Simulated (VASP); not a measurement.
# TiB2 (P6/mmm) in VASP: a series of runs, part 2 of 2

VASP 6.6.1.

**4. Relaxation of cell and atoms, PBEsol, target pressure 30 GPa, at which the enthalpy is minimised**

File INCAR:

```
SYSTEM = TiB2
ALGO = Normal ; EDIFF = 1E-6
EDIFFG = -0.01 ; ENCUT = 600
GGA = PS ; IBRION = 2
ISIF = 3 ; ISMEAR = -1
LASPH = .TRUE. ; LCHARG = .FALSE.
LREAL = .FALSE. ; LWAVE = .FALSE.
NELM = 80 ; NSW = 60
PREC = Accurate ; PSTRESS = 300.0
SIGMA = 0.05
```

File KPOINTS:

```
k-points
0
G
  10 10 8
  0 0 0
```

File POSCAR:

```
TiB2
1.0
    3.0292000000      0.0000000000      0.0000000000
   -1.5146000000      2.6233641531      0.0000000000
    0.0000000000      0.0000000000      3.2284000000
Ti B
1 2
Direct
    0.0000000000      0.0000000000      0.0000000000
    0.6666666667      0.3333333333      0.5000000000
    0.3333333333      0.6666666667      0.5000000000
```

Potentials or basis: VASP PAW PBE potentials, release 64 (Ti_sv, B).

Command:

```
cat potpaw_PBE.64/Ti_sv/POTCAR potpaw_PBE.64/B/POTCAR > POTCAR
mpirun -np 1 vasp_std > vasp.out
```

OUTCAR:

```text
SYSTEM = TiB2
   EDIFF = 1E-6
   EDIFFG = -0.01
   ENCUT = 600
   GGA = PS
   IBRION = 2
   ISIF = 3
   ISMEAR = -1
   LASPH = .TRUE.
   LREAL = .FALSE.
   NELM = 80
   NSW = 60
   PREC = Accurate
   PSTRESS = 300.0

 ion  position               nearest neighbor table
   1  0.000  0.000  0.000-   2 2.38   3 2.38   2 2.38   3 2.38   3 2.38   3 2.38   2 2.38   2 2.38
                             2 2.38   2 2.38   3 2.38   3 2.38
   2  0.667  0.333  0.500-   3 1.75   3 1.75   3 1.75   1 2.38   1 2.38   1 2.38   1 2.38   1 2.38
                             1 2.38
   3  0.333  0.667  0.500-   2 1.75   2 1.75   2 1.75   1 2.38   1 2.38   1 2.38   1 2.38   1 2.38
                             1 2.38

  LATTYP: Found a hexagonal cell.
 ALAT       =     3.0292000000
 C/A-ratio  =     1.0657599366

  Lattice vectors:

 A1 = (   3.0292000000,   0.0000000000,   0.0000000000)
 A2 = (  -1.5146000000,   2.6233641531,   0.0000000000)
 A3 = (   0.0000000000,   0.0000000000,   3.2284000000)

Analysis of symmetry for initial positions (statically):
=====================================================================
 Subroutine PRICEL returns:
 Original cell was already a primitive cell.

 Routine SETGRP: Setting up the symmetry group for a
 hexagonal supercell.

 Subroutine GETGRP returns: Found 24 space group operations
 (whereof 24 operations were pure point group operations)
 out of a pool of 24 trial point group operations.

The static configuration has the point symmetry D_6h.

[... 153 lines left out ...]

 number of electron      18.0000002 magnetization

 Free energy of the ion-electron system (eV)
  ---------------------------------------------------
  ext. energy  EPLUGINS =         0.00000000
  ---------------------------------------------------
  free energy    TOTEN  =       -25.78023972 eV

  energy without entropy =      -25.77392801  energy(sigma->0) =      -25.77708386

 E-fermi :   9.8380     XC(G=0): -12.8717

 val. band max:        9.8118372200   @ k =   0.2000   0.2000   0.1250
 cond. band min:       9.8395942422   @ k =   0.3000   0.2000   0.0000
 fundamental gap:      0.0277570223
 Fermi energy:         9.8380428717

 k-point     1 :       0.0000    0.0000    0.0000
  band No.  band energies     occupation
      1     -46.7960      2.00000
      2     -23.2503      2.00000
      3     -22.9381      2.00000
      4     -22.9381      2.00000
      5      -3.5603      2.00000
      6       7.3134      2.00000
      7       7.3134      2.00000
      8       7.6024      2.00000
      9       7.7577      2.00000
     10      11.8002      0.00000
     11      11.8002      0.00000
     12      13.5853      0.00000
     13      13.5853      0.00000
[... 679 lines left out ...]
--------------------------------------- Ionic step        9  -------------------------------------------

 number of electron      17.9999999 magnetization

 Free energy of the ion-electron system (eV)
  ---------------------------------------------------
  ext. energy  EPLUGINS =         0.00000000
  ---------------------------------------------------
  free energy    TOTEN  =       -25.59069913 eV

  energy without entropy =      -25.58348348  energy(sigma->0) =      -25.58709130

 E-fermi :  11.1077     XC(G=0): -13.4387

 val. band max:       11.0946416683   @ k =   0.1000   0.1000   0.2500
 cond. band min:      11.1111437703   @ k =   0.0000   0.0000   0.3750
 fundamental gap:      0.0165021020
 Fermi energy:        11.1076634009

 k-point     1 :       0.0000    0.0000    0.0000
  band No.  band energies     occupation
      1     -45.1838      2.00000
      2     -21.6469      2.00000
      3     -21.2848      2.00000
      4     -21.2848      2.00000
      5      -2.8450      2.00000
      6       8.2123      2.00000
      7       8.2123      2.00000
      8       8.8086      2.00000
      9       9.1332      2.00000
     10      13.4682      0.00000
     11      13.4682      0.00000
     12      15.5971      0.00000
     13      15.5971      0.00000
[... 402 lines left out ...]
  energy  without entropy=      -25.5834834750  energy(sigma->0) =      -25.58709130

  enthalpy is  TOTEN    =       -21.3076705337 eV   P V=        4.2830285931

 reached required accuracy - stopping structural energy minimisation
```

Wall time 84 s (1 thread of Intel Xeon Platinum 8488C (Sapphire Rapids), shared host); peak memory 0.16 GiB.

Results:

```yaml
Free_energy: -25.5907 eV
Relaxed_volume: 7.62 Å³/atom
Relaxed_cell: a = 2.935 Å, b = 2.935 Å, c = 3.066 Å, α = 90.00°, β = 90.00°, γ = 120.00°
Space_group_after_relaxing_to_0.05_Å: P6/mmm (No. 191)
Energy_change_on_relaxing_the_enthalpy_is_what_falls: +63.2 meV/atom
Ionic_steps: 9
Pressure_after_relaxing: 30.0 GPa
Band_gap_on_the_k_mesh: zero (band 9 reaches 11.83 eV, above the bottom of band 10 at 10.86 eV)
```

Step by step:
| step | energy change (eV) | largest force (eV/Å) | pressure (GPa) | volume (Å³) |
| --- | --- | --- | --- | --- |
| 1 | 0.0000 | 0.0000 | -4.73 | 25.66 |
| 2 | 1.6734 | 0.0000 | 114.72 | 19.37 |
| 3 | 0.1683 | 0.0000 | 28.37 | 23.03 |
| 4 | 0.1851 | 0.0000 | 29.69 | 22.93 |
| 5 | 0.1949 | 0.0000 | 30.54 | 22.88 |
| 6 | 0.1960 | 0.0000 | 30.55 | 22.84 |
| 7 | 0.1960 | 0.0000 | 30.58 | 22.84 |
| 8 | 0.1809 | 0.0000 | 29.32 | 22.92 |
| 9 | 0.1895 | 0.0000 | 29.99 | 22.87 |

Final structure:
```
Ti B
1.0
     2.93496    0.00000    0.00000
    -1.46748    2.54175    0.00000
     0.00000    0.00000    3.06622
Ti B
1 2
Direct
  0.00000 0.00000 0.00000
  0.66667 0.33333 0.50000
  0.33333 0.66667 0.50000
```

Caveat: the cell is relaxed towards a set pressure, so the enthalpy falls and the energy may rise; the PAW data sets were made with another functional, which shifts forces and pressure a little.

**5. Single point, PBE+D3(BJ)**

This run uses another cell than the first one, of 8.29 Å³/atom, 0.970 times its volume.

File INCAR:

```
SYSTEM = TiB2
ALGO = Normal
EDIFF = 1E-6
ENCUT = 520
GGA = PE
ISIF = 2
ISMEAR = -1
IVDW = 12
LASPH = .True.
LCHARG = .False.
LREAL = .False.
LWAVE = .False.
NBANDS = 16
NELM = 60
PREC = Accurate
SIGMA = 0.05
```

File KPOINTS:

```
k-points
0
Gamma
  10 10 8
  0 0 0
```

File POSCAR:

```
TiB2
1.0
    3.0030452960      0.0000000000      0.0000000000
   -1.5015226480      2.6007135150      0.0000000000
    0.0000000000      0.0000000000      3.1848451080
Ti B
1 2
Direct
    0.0000000000      0.0000000000      0.0000000000
    0.6666666667      0.3333333333      0.5000000000
    0.3333333333      0.6666666667      0.5000000000
```

Potentials or basis: VASP PAW PBE potentials, release 64 (Ti_sv, B).

Command:

```
cat potpaw_PBE.64/Ti_sv/POTCAR potpaw_PBE.64/B/POTCAR > POTCAR
mpirun -np 1 vasp_std > vasp.out
```

OUTCAR:

```text
SYSTEM = TiB2
   EDIFF = 1E-6
   ENCUT = 520
   GGA = PE
   ISIF = 2
   ISMEAR = -1
   IVDW = 12
   LASPH = .True.
   LREAL = .False.
   NELM = 60
   PREC = Accurate
 IVDW          = 12

 ion  position               nearest neighbor table
   1  0.000  0.000  0.000-   2 2.35   3 2.35   2 2.35   3 2.35   3 2.35   3 2.35   2 2.35   2 2.35
                             2 2.35   2 2.35   3 2.35   3 2.35
   2  0.667  0.333  0.500-   3 1.73   3 1.73   3 1.73   1 2.35   1 2.35   1 2.35   1 2.35   1 2.35
                             1 2.35
   3  0.333  0.667  0.500-   2 1.73   2 1.73   2 1.73   1 2.35   1 2.35   1 2.35   1 2.35   1 2.35
                             1 2.35
[... 659 lines left out ...]
  Direction    XX          YY          ZZ          XY          YZ          ZX
  --------------------------------------------------------------------------------------
  -------------------------------------------------------------------------------------
  Total       0.03239     0.03239     0.04196     0.00000    -0.00000    -0.00000
  in kB       2.08624     2.08624     2.70297     0.00000    -0.00000    -0.00000
  external pressure =        2.29 kB  Pullay stress =        0.00 kB

 VOLUME and BASIS-vectors are now :
 -----------------------------------------------------------------------------
  energy-cutoff  :      520.00
  volume of cell :       24.87
      direct lattice vectors                 reciprocal lattice vectors
     3.003045296  0.000000000  0.000000000     0.332995310  0.192254932  0.000000000
    -1.501522648  2.600713515  0.000000000     0.000000000  0.384509864  0.000000000
     0.000000000  0.000000000  3.184845108     0.000000000  0.000000000  0.313987012

 POSITION                                       TOTAL-FORCE (eV/Angst)
 -----------------------------------------------------------------------------------
      0.00000      0.00000      0.00000        -0.000000      0.000000      0.000000
      1.50152      0.86690      1.59242         0.000000     -0.000000      0.000000
     -0.00000      1.73381      1.59242        -0.000000      0.000000      0.000000
 -----------------------------------------------------------------------------------
    total drift:                               -0.000000      0.000000      0.000000

  FREE ENERGIE OF THE ION-ELECTRON SYSTEM (eV)
  ---------------------------------------------------
  free  energy   TOTEN  =       -25.7002408028 eV

  energy  without entropy=      -25.6937106922  energy(sigma->0) =      -25.69697575
```

It took 9.7 s on 1 thread of Intel Xeon 6975P-C (Granite Rapids), shared host; peak memory 0.17 GiB.

What came out:

```
Free energy                : -25.7002 eV
Pressure                   : 0.2 GPa
Band gap on the k mesh     : zero (band 9 reaches 10.79 eV, above the bottom of band 10 at 10.13 eV)
Dispersion energy per atom : -0.433 eV
```

Caveat: pairwise dispersion overbinds metals, which lowers pressure and volume.

**6. Single point, PBE+D4**

This run uses another cell than the first one, of 8.30 Å³/atom, 0.971 times its volume.

Changes to INCAR since step 5:

```diff
@@ -7,3 +7,3 @@
 ISMEAR = -1
-IVDW = 12
+IVDW = 13
 LASPH = .True.
```

KPOINTS is that of step 5.

File POSCAR:

```
TiB2
1.0
    3.0092403224      0.0000000000      0.0000000000
   -1.5046201612      2.6060785653      0.0000000000
    0.0000000000      0.0000000000      3.1750582174
Ti B
1 2
Direct
    0.0000000000      0.0000000000      0.0000000000
    0.6666666667      0.3333333333      0.5000000000
    0.3333333333      0.6666666667      0.5000000000
```

Potentials or basis: VASP PAW PBE potentials, release 64 (Ti_sv, B).

Command:

```
cat potpaw_PBE.64/Ti_sv/POTCAR potpaw_PBE.64/B/POTCAR > POTCAR
mpirun -np 1 vasp_std > vasp.out
```

Run time: 10 s. Hardware: 1 thread of Intel Xeon 6975P-C (Granite Rapids), shared host; peak memory 0.15 GiB.

It converged, with:

* Free energy: -25.4761 eV
* Pressure: 0.2 GPa
* Band gap on the k mesh: zero (band 9 reaches 10.82 eV, above the bottom of band 10 at 10.09 eV)
* Dispersion energy per atom: -0.358 eV

Levels at points of the mesh, in eV from the Fermi level:
```
           k point  band 6  band 7  band 8  band 9  band 10  band 11  band 12  band 13
(0.00, 0.00, 0.00)   -2.66   -2.66   -2.15   -2.09     2.05     2.05     3.92     3.92
(0.50, 0.00, 0.00)   -9.23   -3.27   -3.17   -2.28     1.48     2.89     3.41     3.58
(0.00, 0.00, 0.50)   -7.66   -0.52   -0.52   -0.18    -0.18     0.52     0.52     1.91
(0.50, 0.00, 0.50)   -7.51   -4.72   -3.87   -3.10     2.73     3.09     4.81     4.88
```

Caveat: pairwise dispersion overbinds metals, which lowers pressure and volume.

**7. The runs side by side**

```tsv
task	level	cell	cutoff (eV)	gap on the mesh (eV)	pressure (GPa)
relaxation of cell and atoms	PBEsol	relaxed to 10 GPa from a = 3.029, b = 3.029, c = 3.228 Å, angles 90.0, 90.0, 120.0°, 3 atoms	600	none	10.2
relaxation of cell and atoms	PBEsol	relaxed to 20 GPa from a = 3.029, b = 3.029, c = 3.228 Å, angles 90.0, 90.0, 120.0°, 3 atoms	600	none	20.0
relaxation of cell and atoms	PBEsol	relaxed to 30 GPa from a = 3.029, b = 3.029, c = 3.228 Å, angles 90.0, 90.0, 120.0°, 3 atoms	600	none	30.0
single point	PBE+D3(BJ)	a = 3.003, b = 3.003, c = 3.185 Å, angles 90.0, 90.0, 120.0°, 3 atoms	520	none	0.2
single point	PBE+D4	a = 3.009, b = 3.009, c = 3.175 Å, angles 90.0, 90.0, 120.0°, 3 atoms	520	none	0.2
```

Alike in all rows: potentials or basis VASP PAW PBE potentials, release 64 (Ti_sv, B); no spin polarisation; k mesh 10 × 10 × 8; smearing fermi-dirac 0.05 eV.

Caveats: the cell is relaxed towards a set pressure, so the enthalpy falls and the energy may rise (some runs); the PAW data sets were made with another functional, which shifts forces and pressure a little (some runs); pairwise dispersion overbinds metals, which lowers pressure and volume (some runs).

Total energies depend on the potentials used, so only differences within one code and one set of settings carry meaning.
